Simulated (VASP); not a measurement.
# AlRu in VASP: single point with PBEsol

Aim: the single point of AlRu with PBEsol.

Everything below comes from runs of VASP 6.6.1. Logs are shortened: lines on timing, memory, paths and dates and some standing lists are left out, and cuts for length are marked.

### Step 1. The cell of the first run

The typed cell holds 8 atoms: a = 5.155 Å, b = 5.155 Å, c = 5.156 Å, α = 109.48°, β = 109.47°, γ = 109.46°.

### Step 2. Single point, PBEsol

INCAR reads:

```
SYSTEM = AlRu
ALGO = Fast
EDIFF = 1E-6
ENCUT = 520
GGA = PS
ISIF = 2
ISMEAR = 0
LASPH = .TRUE.
LCHARG = .TRUE.
LELF = .TRUE.
LREAL = .FALSE.
LVHAR = .TRUE.
LWAVE = .FALSE.
NBANDS = 44
NELM = 100
PREC = Accurate
SIGMA = 0.15
```

KPOINTS reads:

```
k-points
0
G
  8 8 8
  0 0 0
```

POSCAR reads:

```
AlRu
1.0
   -2.9760547227      2.9765613680      2.9769362255
    2.9754424056     -2.9763787706      2.9761277353
    2.9764034975      2.9767388171     -2.9767538352
Al Ru
4 4
Direct
    0.5000452505      0.0000758649      0.5001137520
    0.0000491909      0.4999805066      0.4999867582
    0.0000133772      0.0000776723      0.0000174660
    0.4999343737      0.4998869818     -0.0000942506
    0.5000379460      0.5000259536      0.4999899150
   -0.0000823188     -0.0000790271      0.4999280634
    0.0000274984      0.5000732318      0.0000234204
    0.4999746821     -0.0000411839      0.0000348756
```

Potentials or basis: VASP PAW PBE potentials, release 64 (Al, Ru_pv).

Started as:

```
$ cat potpaw_PBE.64/Al/POTCAR potpaw_PBE.64/Ru_pv/POTCAR > POTCAR
$ mpirun -np 1 vasp_std > vasp.out
```

OUTCAR:

```text
SYSTEM = AlRu
   EDIFF = 1E-6
   ENCUT = 520
   GGA = PS
   ISIF = 2
   ISMEAR = 0
   LASPH = .TRUE.
   LREAL = .FALSE.
   NELM = 100
   PREC = Accurate

 ion  position               nearest neighbor table
   1  0.500  0.000  0.500-   5 2.58   5 2.58   7 2.58   6 2.58   8 2.58   7 2.58   6 2.58   8 2.58
                             4 2.98   3 2.98   2 2.98   2 2.98   4 2.98   3 2.98
   2  0.000  0.500  0.500-   6 2.58   6 2.58   8 2.58   5 2.58   8 2.58   7 2.58   5 2.58   7 2.58
                             3 2.98   4 2.98   3 2.98   1 2.98   1 2.98   4 2.98
   3  0.000  0.000  0.000-   7 2.58   7 2.58   5 2.58   5 2.58   8 2.58   8 2.58   6 2.58   6 2.58
                             2 2.98   4 2.98   1 2.98   2 2.98   4 2.98   1 2.98
   4  0.500  0.500  1.000-   8 2.58   8 2.58   6 2.58   6 2.58   7 2.58   7 2.58   5 2.58   5 2.58
                             1 2.98   3 2.98   2 2.98   1 2.98   2 2.98   3 2.98
   5  0.500  0.500  0.500-   1 2.58   1 2.58   3 2.58   2 2.58   3 2.58   4 2.58   4 2.58   2 2.58
                             8 2.98   8 2.98   6 2.98   7 2.98   7 2.98   6 2.98
   6  1.000  1.000  0.500-   2 2.58   2 2.58   4 2.58   4 2.58   1 2.58   3 2.58   1 2.58   3 2.58
                             7 2.98   5 2.98   8 2.98   7 2.98   5 2.98   8 2.98
   7  0.000  0.500  0.000-   3 2.58   3 2.58   1 2.58   4 2.58   2 2.58   1 2.58   4 2.58   2 2.58
                             6 2.98   8 2.98   6 2.98   5 2.98   5 2.98   8 2.98
   8  0.500  1.000  0.000-   4 2.58   4 2.58   2 2.58   2 2.58   3 2.58   1 2.58   3 2.58   1 2.58
                             5 2.98   7 2.98   5 2.98   6 2.98   6 2.98   7 2.98

  LATTYP: Found a triclinic cell.
 ALAT       =     5.1545537529
 B/A-ratio  =     1.6329574324
 C/A-ratio  =     1.0002180985
 COS(alpha) =     0.0000934290
 COS(beta)  =     0.3335056106
 COS(gamma) =     0.8164050551

  Lattice vectors:

 A1 = (   2.9754424056,  -2.9763787706,   2.9761277353)
 A2 = (   5.9512335860,   0.0005426439,   5.9524378609)
 A3 = (  -2.9764034975,  -2.9767388171,   2.9767538352)

Analysis of symmetry for initial positions (statically):
=====================================================================
 Subroutine PRICEL returns:
 Original cell was already a primitive cell.

 Routine SETGRP: Setting up the symmetry group for a
 triclinic supercell.

 Subroutine GETGRP returns: Found  1 space group operations
 (whereof  1 operations were pure point group operations)
 out of a pool of  2 trial point group operations.

The static configuration has the point symmetry C_1 .

Analysis of symmetry for dynamics (positions and initial velocities):
=====================================================================
 Subroutine PRICEL returns:
 Original cell was already a primitive cell.

 Routine SETGRP: Setting up the symmetry group for a
 triclinic supercell.

[... 124 lines left out ...]
   POTIM  = 0.5000    time-step for ionic-motion
   TEBEG  =    0.0;   TEEND  =   0.0 temperature during run
   PSTRESS=    0.0 pullay stress
   NELECT =      68.0000    total number of electrons
   NUPDOWN=      -1.0000    fix difference up-down
   EMIN   =  10.00;   EMAX   =-10.00  energy-range for DOS
   EFERMI =   0.00;   METHOD = LEGACY
   ISMEAR =     0;   SIGMA  =   0.15  broadening in eV -4-tet -1-fermi 0-gaus
   EFERMI_NEDOS =   21; number of points for ismear=-14 and -15
   IALGO  =     68    algorithm
   IMIX   =      4    mixing-type and parameters
     AMIX     =   0.40;   BMIX     =  1.00
     AMIX_MAG =   1.60;   BMIX_MAG =  1.00
  volume/ion in A,a.u.               =      13.18        88.97
  Fermi-wavevector in a.u.,A,eV,Ry     =   1.414288  2.672616 27.214510  2.000210
  Thomas-Fermi vector in A             =   2.535846
   LORBIT       =      0    0 simple, 1 ext, 2 COOP (PROOUT), +10 PAW based schemes
   GGA     = PS    functional components
   LHFCALC =     F    Hartree Fock is set to
   AEXX    =    0.0000 exact exchange contribution
   IVDW    =     0    specifies the selected vdW correction
   LEPSILON=     F    determine dielectric tensor
   LRPA    =     F    only Hartree local field effects (RPA)
 non-spin polarized calculation
 RMM-DIIS sequential band-by-band and
 Gauss-broadening in eV      SIGMA  =   0.15
  energy-cutoff  :      520.00
  volume of cell :      105.47
 maximum number of plane-waves:      2899
 NGX is ok and might be reduce to    40
   NGX = 19   NGY = 19   NGZ = 19

 number of electron      67.9999991 magnetization

 Free energy of the ion-electron system (eV)
  ---------------------------------------------------
  ext. energy  EPLUGINS =         0.00000000
  ---------------------------------------------------
  free energy    TOTEN  =       -62.10665854 eV

  energy without entropy =      -62.02954834  energy(sigma->0) =      -62.06810344

 E-fermi :  10.8326     XC(G=0): -12.7659

 val. band max:       10.8284721695   @ k =   0.1250  -0.3750   0.3750
 cond. band min:      10.8668877670   @ k =  -0.1250  -0.0000   0.2500
 fundamental gap:      0.0384155975
 Fermi energy:        10.8326344137

 k-point     1 :       0.0000    0.0000    0.0000
  band No.  band energies     occupation
      1     -31.0951      2.00000
      2     -31.0951      2.00000
      3     -31.0949      2.00000
      4     -31.0949      2.00000
      5     -31.0949      2.00000
      6     -31.0948      2.00000
[... 1117 lines left out ...]
     43      16.7529      0.00000
     44      17.9575      0.00000

 [... further k-points ...]
[... 5 lines left out ...]
  --------------------------------------------------------------------------------------
  -------------------------------------------------------------------------------------
  Total        0.0808216      0.0524347      0.0570140     -0.0105238     -0.0054014      0.0183961
  in kB        1.2277725      0.7965434      0.8661086     -0.1598687     -0.0820528      0.2794579
  external PRESSURE =       0.9634749 kB  Pullay stress =       0.0000000 kB

 VOLUME and BASIS-vectors are now :
 -----------------------------------------------------------------------------
  energy-cutoff  :      520.00
  volume of cell :      105.47
      direct lattice vectors                 reciprocal lattice vectors
    -2.976054723  2.976561368  2.976936225     0.000007509  0.167968913  0.167975574
     2.975442406 -2.976378771  2.976127735     0.168032776 -0.000014991  0.167998009
     2.976403498  2.976738817 -2.976753835     0.168004943  0.167964217  0.000012129

 POSITION                                       TOTAL-FORCE (eV/Angst)
 -----------------------------------------------------------------------------------
      0.00060      2.97690      0.00011        -0.001094     -0.001238     -0.000703
      2.97568      0.00035     -0.00019         0.000688     -0.000717     -0.000987
      0.00024     -0.00014      0.00022        -0.000714     -0.000183     -0.000682
      2.97568      2.97669     -0.00047         0.000999     -0.000042      0.000449
      1.48783      1.48847      1.48838         0.000143      0.000494     -0.000060
      1.48739      1.48833      4.46442         0.000370      0.000995      0.000835
      1.48793     -1.48826      1.48829        -0.000384      0.000508      0.000212
      1.48747     -1.48795      4.46429        -0.000008      0.000182      0.000935
 -----------------------------------------------------------------------------------
    total drift:                               -0.000008     -0.000002      0.000009

  FREE ENERGIE OF THE ION-ELECTRON SYSTEM (eV)
  ---------------------------------------------------
  free  energy   TOTEN  =       -62.1066585358 eV

  energy  without entropy=      -62.0295483385  energy(sigma->0) =      -62.06810344
```

OSZICAR:

```text
N       E                     dE             d eps       ncg     rms          rms(c)
DAV:   1     0.683105551153E+03    0.68311E+03   -0.37873E+04 24352   0.154E+03
DAV:   2    -0.362260146802E+02   -0.71933E+03   -0.69699E+03 23912   0.456E+02
DAV:   3    -0.648012766483E+02   -0.28575E+02   -0.27456E+02 26724   0.861E+01
DAV:   4    -0.652912968638E+02   -0.49002E+00   -0.48848E+00 26456   0.106E+01
DAV:   5    -0.653021367484E+02   -0.10840E-01   -0.10838E-01 30576   0.156E+00    0.273E+01
RMM:   6    -0.623256797090E+02    0.29765E+01   -0.18471E+01 23065   0.213E+01    0.444E+00
RMM:   7    -0.621630599361E+02    0.16262E+00   -0.12377E+00 23917   0.570E+00    0.368E+00
RMM:   8    -0.621074653727E+02    0.55595E-01   -0.21103E-01 23991   0.158E+00    0.670E-01
RMM:   9    -0.621064560928E+02    0.10093E-02   -0.49667E-02 24661   0.888E-01    0.325E-01
RMM:  10    -0.621067243994E+02   -0.26831E-03   -0.68193E-03 25533   0.354E-01    0.307E-01
RMM:  11    -0.621066420444E+02    0.82355E-04   -0.14339E-03 25461   0.175E-01    0.211E-01
RMM:  12    -0.621066743079E+02   -0.32263E-04   -0.43850E-04 26338   0.947E-02    0.676E-02
RMM:  13    -0.621066575109E+02    0.16797E-04   -0.10163E-04 26023   0.462E-02    0.360E-02
RMM:  14    -0.621066595542E+02   -0.20433E-05   -0.32510E-05 28643   0.233E-02    0.357E-02
RMM:  15    -0.621066584303E+02    0.11239E-05   -0.46415E-06 20064   0.100E-02    0.878E-03
RMM:  16    -0.621066585358E+02   -0.10549E-06   -0.11673E-06 14922   0.472E-03
   1 F= -.62106659E+02 E0= -.62068103E+02  d E =-.771102E-01
```

Wall time 18 min (1 thread of Intel Xeon Platinum 8488C (Sapphire Rapids), shared host); peak memory 0.89 GiB.

What came out:

| Property | Result |
| --- | --- |
| Free energy | -62.1067 eV |
| Pressure | 0.1 GPa |
| Band gap on the k mesh | zero (bands 34 and 35 overlap by 2.99 eV) |

Caveat: the PAW data sets were made with another functional, which shifts forces and pressure a little.

The gap in the log of VASP goes by the Fermi energy; the results here count the filled bands.